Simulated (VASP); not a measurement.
Here is a VASP 6.6.1 calculation.

The input INCAR:

```
PREC     = Accurate       # precision mode
ENCUT    = 520            # plane-wave cutoff, eV
EDIFF    = 1E-6           # SCF threshold, eV
ISMEAR   = -1             # smearing method
SIGMA    = 0.05           # smearing width, eV
LREAL    = False          # projectors in reciprocal space
LASPH    = True           # aspherical terms in the spheres
NELM     = 100            # most SCF steps
ALGO     = Normal         # electronic algorithm
ISIF     = 2              # what is computed and relaxed
LWAVE    = False          # write WAVECAR
LCHARG   = True           # write CHGCAR
LELF     = True           # ELF
LVHAR    = True         
NBANDS   = 12             # bands
```

The input KPOINTS:

```
regular mesh
0
Gamma
  13 13 13
```

POSCAR

```
Y
1.0
    0.0248500000      2.4974250000      2.4974250000
    2.4974250000      0.0248500000      2.4974250000
    2.4974250000      2.4974250000      0.0248500000
Y
1
Direct
    0.0000000000      0.0000000000      0.0000000000
```

Potentials or basis: VASP PAW LDA potentials, release 64 (Y_sv).

Command:

```sh
$ cat potpaw_LDA.64/Y_sv/POTCAR > POTCAR
$ mpirun -np 1 vasp_std > vasp.out
```

Question: Predict the pressure.

Answer: -1.9 GPa.

Question: What does it give for the band gap on the k mesh?

Answer: Zero (an odd number of electrons rules out a gap without spin polarisation).

Stress tensor (GPa, compression positive):
```
-1.91 -0.34 -0.34
-0.34 -1.91 -0.34
-0.34 -0.34 -1.91
```

Caveat: the cell differs from its parent crystal (equal xy, yz and zx shear strains of +1 %).
